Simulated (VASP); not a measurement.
A run of VASP 6.6.1 is set up as follows.

The input INCAR:

```
SYSTEM = Zn
PREC     = Accurate       ! precision mode
ENCUT    = 520            ! plane-wave cutoff, eV
EDIFF    = 1E-6           ! SCF threshold, eV
ISMEAR   = -1             ! smearing method
SIGMA    = 0.1            ! smearing width, eV
LREAL    = .False.        ! projectors in reciprocal space
LASPH    = .True.         ! aspherical terms in the spheres
NELM     = 100            ! most SCF steps
ALGO     = Normal         ! electronic algorithm
ISIF     = 2              ! what is computed and relaxed
LWAVE    = .False.        ! write WAVECAR
LCHARG   = .False.        ! write CHGCAR
GGA      = PE             ! functional
NBANDS   = 19             ! bands
```

The input KPOINTS:

```
regular mesh
0
Gamma
  5 5 5
  0 0 0
```

The input POSCAR:

```
Zn
1.0
    0.0000000000      2.9124238887      2.9124238887
    2.9124238887      0.0000000000      2.9124238887
    2.9124238887      2.9124238887      0.0000000000
Zn
2
Direct
    0.1250000000      0.1250000000      0.1250000000
    0.8750000000      0.8750000000      0.8750000000
```

Potentials or basis: VASP PAW PBE potentials, release 64 (Zn).

The run is started by

```sh
$ cat potpaw_PBE.64/Zn/POTCAR > POTCAR
$ mpirun -np 1 vasp_std > vasp.out
```

What does it give for the pressure?

-0.2 GPa.

What does it give for the band gap on the k mesh?

Zero (band 12 reaches 5.45 eV, above the bottom of band 13 at -0.02 eV).

Caveat: the k points lie up to 0.37 Å⁻¹ apart.
